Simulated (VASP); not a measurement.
# C (Pmma) in VASP: notebook

The runs below take C through single point, with PBE+D3(BJ).

Everything below comes from runs of VASP 6.6.1. Logs are shortened: lines on timing, memory, paths and dates and some standing lists are left out, and cuts for length are marked.

### Step 1. The cell of the first run

It takes space group Pmma (No. 51, orthorhombic). The conventional cell has a = 2.465 Å, b = 3.572 Å, c = 4.269 Å, α = 90.00°, β = 90.00°, γ = 90.00°. Within 1.8 Å of C (site symmetry mm2) lie 3 C at 1.33 to 1.52 Å. C (site symmetry mm2) has 3 C at 1.44 to 1.52 Å within 1.9 Å.

### Step 2. Single point, PBE+D3(BJ) (atoms displaced along a vibrational mode)

INCAR reads:

```
SYSTEM = C
PREC = Accurate ; ENCUT = 520
EDIFF = 1E-6 ; ISMEAR = 0
SIGMA = 0.15 ; LREAL = .False.
LASPH = .True. ; NELM = 80
ALGO = Normal ; ISIF = 2
LWAVE = .False. ; LCHARG = .False.
GGA = PE ; IVDW = 12
NBANDS = 16
```

KPOINTS reads:

```
Automatic mesh
0
Gamma
  18 12 10
  0 0 0
```

POSCAR reads:

```
C
1.0
   -2.4646600698      0.0000000000      0.0000000000
    0.0000000000      0.0000000000     -3.5719696368
    0.0000000000     -4.2689164642      0.0000000000
C
4
Direct
    0.5000000000      0.0000000000      0.1919658265
    0.0000000000      0.0000000000      0.6638556489
    0.0000000000      0.0000000000      0.3080341735
    0.5000000000      0.0000000000      0.8361443511
```

Potentials or basis: VASP PAW PBE potentials, release 64 (C).

Run with:

```sh
$ cat potpaw_PBE.64/C/POTCAR > POTCAR
$ mpirun -np 1 vasp_std > vasp.out
```

OUTCAR:

```text
SYSTEM = C
   PREC = Accurate
   ENCUT = 520
   EDIFF = 1E-6
   ISMEAR = 0
   LREAL = .False.
   LASPH = .True.
   NELM = 80
   ISIF = 2
   GGA = PE
   IVDW = 12
 IVDW          = 12

 ion  position               nearest neighbor table
   1  0.500  0.000  0.192-   3 1.33   3 1.33   4 1.52
   2  0.000  0.000  0.664-   4 1.44   4 1.44   3 1.52
   3  0.000  0.000  0.308-   1 1.33   1 1.33   2 1.52
   4  0.500  0.000  0.836-   2 1.44   2 1.44   1 1.52

  LATTYP: Found a simple orthorhombic cell.
 ALAT       =     2.4646600698
 B/A-ratio  =     1.4492747623
 C/A-ratio  =     1.7320508075

  Lattice vectors:

 A1 = (  -2.4646600698,   0.0000000000,   0.0000000000)
 A2 = (   0.0000000000,   0.0000000000,  -3.5719696368)
 A3 = (   0.0000000000,  -4.2689164642,   0.0000000000)

Analysis of symmetry for initial positions (statically):
=====================================================================
 Subroutine PRICEL returns:
 Original cell was already a primitive cell.

 Routine SETGRP: Setting up the symmetry group for a
 simple orthorhombic supercell.

 Subroutine GETGRP returns: Found  8 space group operations
 (whereof  4 operations were pure point group operations)
 out of a pool of  8 trial point group operations.

The static configuration has the point symmetry C_2v.
 The point group associated with its full space group is D_2h.

Analysis of symmetry for dynamics (positions and initial velocities):
=====================================================================
 Subroutine PRICEL returns:
 Original cell was already a primitive cell.

 Routine SETGRP: Setting up the symmetry group for a
 simple orthorhombic supercell.

 Subroutine GETGRP returns: Found  8 space group operations
 (whereof  4 operations were pure point group operations)
 out of a pool of  8 trial point group operations.

The dynamic configuration has the point symmetry C_2v.
 The point group associated with its full space group is D_2h.

 Subroutine INISYM returns: Found  8 space group operations
 (whereof  4 operations are pure point group operations),
 and found     1 'primitive' translations

----------------------------------------------------------------------------------------

                                     Primitive cell

  volume of cell :      37.5822

  direct lattice vectors                    reciprocal lattice vectors
    -2.464660070  0.000000000  0.000000000    -0.405735465  0.000000000  0.000000000
     0.000000000  0.000000000 -3.571969637     0.000000000  0.000000000 -0.279957587
     0.000000000 -4.268916464  0.000000000     0.000000000 -0.234251480  0.000000000

  length of vectors
     2.464660070  3.571969637  4.268916464     0.405735465  0.279957587  0.234251480

  position of ions in fractional coordinates (direct lattice)
     0.500000000  0.000000000  0.191965827
     0.000000000  0.000000000  0.663855649
     0.000000000  0.000000000  0.308034173
     0.500000000  0.000000000  0.836144351

  ion indices of the primitive-cell ions
   primitive index   ion index
                 1           1
                 2           2
                 3           3
                 4           4

----------------------------------------------------------------------------------------

 KPOINTS: Automatic mesh

Automatic generation of k-mesh.
 Grid dimensions read from file:
 generate k-points for:   18   12   10

 Generating k-lattice:

  Cartesian coordinates                     Fractional coordinates (reciprocal lattice)
    -0.022540859  0.000000000  0.000000000     0.055555556  0.000000000  0.000000000
     0.000000000  0.000000000 -0.023329799     0.000000000  0.083333333  0.000000000
     0.000000000 -0.023425148  0.000000000     0.000000000  0.000000000  0.100000000

  Length of vectors
     0.022540859  0.023329799  0.023425148

  Shift w.r.t. Gamma in fractional coordinates (k-lattice)
     0.000000000  0.000000000  0.000000000

 Subroutine IBZKPT returns following result:
 ===========================================

 Found    420 irreducible k-points:

 Following reciprocal coordinates:
            Coordinates               Weight
  0.000000  0.000000  0.000000      1.000000
  0.055556  0.000000  0.000000      2.000000
  0.111111  0.000000  0.000000      2.000000
  0.166667  0.000000  0.000000      2.000000
  0.222222  0.000000  0.000000      2.000000
  0.277778  0.000000  0.000000      2.000000
[... 16 lines left out ...]
  0.111111  0.166667  0.000000      4.000000
  0.166667  0.166667  0.000000      4.000000
 [... further k-points ...]
   k-points           NKPTS =    420   k-points in BZ     NKDIM =    420   number of bands    NBANDS=     16
   number of dos      NEDOS =    301   number of ions     NIONS =      4
   total plane-waves  NPLWV =  16128
   dimension x,y,z NGX =    18 NGY =   28 NGZ =   32
   dimension x,y,z NGXF=    36 NGYF=   56 NGZF=   64
   ions per type =               4
   NGX,Y,Z   is equivalent  to a cutoff of  12.14, 13.03, 12.46 a.u.
   NGXF,Y,Z  is equivalent  to a cutoff of  24.28, 26.06, 24.92 a.u.
 SYSTEM =  C
   PREC   = accura    normal or accurate (medium, high low for compatibility)
   ISTART =      0    job   : 0-new  1-cont  2-samecut
   ICHARG =      2    charge: 1-file 2-atom 10-const
   ISPIN  =      1    spin polarized calculation?
   LNONCOLLINEAR =      F non collinear calculations
   LSORBIT =      F    spin-orbit coupling
   LASPH  =      T    aspherical Exc in radial PAW
   ENCUT  =  520.0 eV  38.22 Ry    6.18 a.u.   4.58  6.64  7.94*2*pi/ulx,y,z
   NELM   =     80;   NELMIN=  2; NELMDL= -5     # of ELM steps
   EDIFF  = 0.1E-05   stopping-criterion for ELM
   LREAL  =      F    real-space projection
   EDIFFG = 0.1E-04   stopping-criterion for IOM
   NSW    =      0    number of steps for IOM
   IBRION =     -1    ionic relax: 0-MD 1-quasi-New 2-CG
   NFREE  =      0    steps in history (QN), initial steepest desc. (CG)
   ISIF   =      2    stress and relaxation
   ISYM   =      2    0-nonsym 1-usesym 2-fastsym
   POTIM  = 0.5000    time-step for ionic-motion
   TEBEG  =    0.0;   TEEND  =   0.0 temperature during run
   PSTRESS=    0.0 pullay stress
   NELECT =      16.0000    total number of electrons
   NUPDOWN=      -1.0000    fix difference up-down
   EMIN   =  10.00;   EMAX   =-10.00  energy-range for DOS
   EFERMI =   0.00;   METHOD = LEGACY
   ISMEAR =     0;   SIGMA  =   0.15  broadening in eV -4-tet -1-fermi 0-gaus
   EFERMI_NEDOS =   21; number of points for ismear=-14 and -15
   IALGO  =     38    algorithm
   IMIX   =      4    mixing-type and parameters
     AMIX     =   0.40;   BMIX     =  1.00
     AMIX_MAG =   1.60;   BMIX_MAG =  1.00
  volume/ion in A,a.u.               =       9.40        63.40
  Fermi-wavevector in a.u.,A,eV,Ry     =   1.231556  2.327303 20.636352  1.516729
  Thomas-Fermi vector in A             =   2.366360
   LORBIT       =      0    0 simple, 1 ext, 2 COOP (PROOUT), +10 PAW based schemes
   GGA     = PE    functional components
   LHFCALC =     F    Hartree Fock is set to
   AEXX    =    0.0000 exact exchange contribution
   IVDW    =    12    specifies the selected vdW correction
   LEPSILON=     F    determine dielectric tensor
   LRPA    =     F    only Hartree local field effects (RPA)
 non-spin polarized calculation
 Gauss-broadening in eV      SIGMA  =   0.15
  energy-cutoff  :      520.00
  volume of cell :       37.58
 maximum number of plane-waves:      1040
   NGX =  9   NGY = 13   NGZ = 15

 number of electron      16.0000003 magnetization

 Free energy of the ion-electron system (eV)
  ---------------------------------------------------
  ext. energy  EPLUGINS =         0.00000000
  ---------------------------------------------------
  free energy    TOTEN  =       -35.83511754 eV

  energy without entropy =      -35.83414155  energy(sigma->0) =      -35.83462955

 E-fermi :   4.1383     XC(G=0):  -9.8791

 val. band max:        4.0965705564   @ k =   0.3889   0.4167   0.0000
 cond. band min:       4.1982607930   @ k =   0.3889   0.0833   0.0000
 fundamental gap:      0.1016902366
 Fermi energy:         4.1383467532

 k-point     1 :       0.0000    0.0000    0.0000
  band No.  band energies     occupation
      1     -15.5286      2.00000
      2     -10.3927      2.00000
      3      -8.4461      2.00000
      4      -3.6385      2.00000
      5      -2.8178      2.00000
      6       0.3950      2.00000
[... 8 lines left out ...]
     15      15.3615      0.00000
     16      15.8584      0.00000

 k-point     2 :       0.0556    0.0000    0.0000
  band No.  band energies     occupation
      1     -15.4750      2.00000
      2     -10.3477      2.00000
      3      -8.3939      2.00000
      4      -3.8333      2.00000
      5      -2.7514      2.00000
      6       0.1760      2.00000
[... 8 lines left out ...]
     15      15.4375      0.00000
     16      15.6266      0.00000

 k-point     3 :       0.1111    0.0000    0.0000
  band No.  band energies     occupation
      1     -15.3145      2.00000
      2     -10.2130      2.00000
      3      -8.2396      2.00000
      4      -4.3747      2.00000
      5      -2.5527      2.00000
      6      -0.4164      2.00000
[... 8 lines left out ...]
     15      15.1719      0.00000
     16      15.6613      0.00000

 k-point     4 :       0.1667    0.0000    0.0000
  band No.  band energies     occupation
      1     -15.0477      2.00000
      2      -9.9888      2.00000
      3      -7.9928      2.00000
      4      -5.1586      2.00000
      5      -2.2231      2.00000
      6      -1.2477      2.00000
[... 8 lines left out ...]
     15      15.3518      0.00000
     16      16.0172      0.00000

 k-point     5 :       0.2222    0.0000    0.0000
  band No.  band energies     occupation
      1     -14.6759      2.00000
      2      -9.6756      2.00000
      3      -7.6969      2.00000
      4      -6.0419      2.00000
      5      -2.1972      2.00000
      6      -1.7652      2.00000
[... 8 lines left out ...]
     15      15.5616      0.00000
     16      16.4750      0.00000

 k-point     6 :       0.2778    0.0000    0.0000
  band No.  band energies     occupation
      1     -14.2010      2.00000
      2      -9.2743      2.00000
      3      -7.6847      2.00000
      4      -6.6141      2.00000
      5      -3.1836      2.00000
      6      -1.1830      2.00000
[... 8 lines left out ...]
     15      16.0076      0.00000
     16      16.9742      0.00000
[... 267 lines left out ...]
 k-point    21 :       0.0000    0.1667    0.0000
  band No.  band energies     occupation
      1     -15.4852      2.00000
      2     -10.3600      2.00000
      3      -8.4177      2.00000
      4      -3.6329      2.00000
      5      -3.2110      2.00000
      6       0.4003      2.00000
[... 8 lines left out ...]
     15      15.8735      0.00000
     16      15.8982      0.00000

 k-point    22 :       0.0556    0.1667    0.0000
  band No.  band energies     occupation
      1     -15.4318      2.00000
      2     -10.3153      2.00000
      3      -8.3656      2.00000
      4      -3.8269      2.00000
      5      -3.1440      2.00000
      6       0.1820      2.00000
[... 8 lines left out ...]
     15      15.8838      0.00000
     16      15.9107      0.00000

 k-point    23 :       0.1111    0.1667    0.0000
  band No.  band energies     occupation
      1     -15.2717      2.00000
      2     -10.1810      2.00000
      3      -8.2116      2.00000
      4      -4.3663      2.00000
      5      -2.9432      2.00000
      6      -0.4089      2.00000
[... 8 lines left out ...]
     15      15.9177      0.00000
     16      16.0157      0.00000

 k-point    24 :       0.1667    0.1667    0.0000
  band No.  band energies     occupation
      1     -15.0056      2.00000
      2      -9.9576      2.00000
      3      -7.9650      2.00000
      4      -5.1474      2.00000
      5      -2.6101      2.00000
      6      -1.2382      2.00000
[... 8 lines left out ...]
     15      15.8661      0.00000
     16      16.1663      0.00000

 [... further k-points ...]

------------------------ aborting loop because EDIFF is reached ----------------------------------------

 Edisp (eV)   -0.57301

 E8    (eV) :    -0.1610

  FORCE on cell =-STRESS in cart. coord.  units (eV):
  Direction    XX          YY          ZZ          XY          YZ          ZX
  --------------------------------------------------------------------------------------
  -------------------------------------------------------------------------------------
  Total       5.20422    -0.93077    -0.00959     0.00000     0.00000     0.00000
  in kB     221.86224   -39.68004    -0.40897     0.00000     0.00000     0.00000
  external pressure =       60.59 kB  Pullay stress =        0.00 kB

 VOLUME and BASIS-vectors are now :
 -----------------------------------------------------------------------------
  energy-cutoff  :      520.00
  volume of cell :       37.58
      direct lattice vectors                 reciprocal lattice vectors
    -2.464660070  0.000000000  0.000000000    -0.405735465  0.000000000  0.000000000
     0.000000000  0.000000000 -3.571969637     0.000000000  0.000000000 -0.279957587
     0.000000000 -4.268916464  0.000000000     0.000000000 -0.234251480  0.000000000

 POSITION                                       TOTAL-FORCE (eV/Angst)
 -----------------------------------------------------------------------------------
     -1.23233     -0.81949      0.00000         0.000000      9.148232      0.000000
      0.00000     -2.83394      0.00000         0.000000     -0.266036      0.000000
      0.00000     -1.31497      0.00000         0.000000     -9.148232      0.000000
     -1.23233     -3.56943      0.00000         0.000000      0.266036      0.000000
 -----------------------------------------------------------------------------------
    total drift:                               -0.000000     -0.000000     -0.000000

  FREE ENERGIE OF THE ION-ELECTRON SYSTEM (eV)
  ---------------------------------------------------
  free  energy   TOTEN  =       -36.4081315756 eV

  energy  without entropy=      -36.4071555766  energy(sigma->0) =      -36.40764358
```

Wall time 69 s (1 thread of Intel Xeon 6975P-C (Granite Rapids), shared host); peak memory 0.29 GiB.

What came out:

```
Free energy                : -36.4081 eV
Pressure                   : 6.1 GPa
Largest force              : 9.148 eV/Å
Band gap on the k mesh     : zero (bands 8 and 9 overlap by 0.23 eV)
Dispersion energy per atom : -0.143 eV
```

Forces on the atoms (eV/Å):
```
C    0.000  9.148  0.000
C    0.000 -0.266  0.000
C    0.000 -9.148  0.000
C    0.000  0.266  0.000
```

Stress tensor (GPa, compression positive):
```
22.19  0.00  0.00
 0.00 -3.97  0.00
 0.00  0.00 -0.04
```

Caveat: the cell differs from its parent crystal (atoms displaced along a vibrational mode); the cell stands under pressure; forces of over 1 eV/Å act on the atoms, so gaps and moduli don't describe the material at rest.

[end of part 1 of 2]
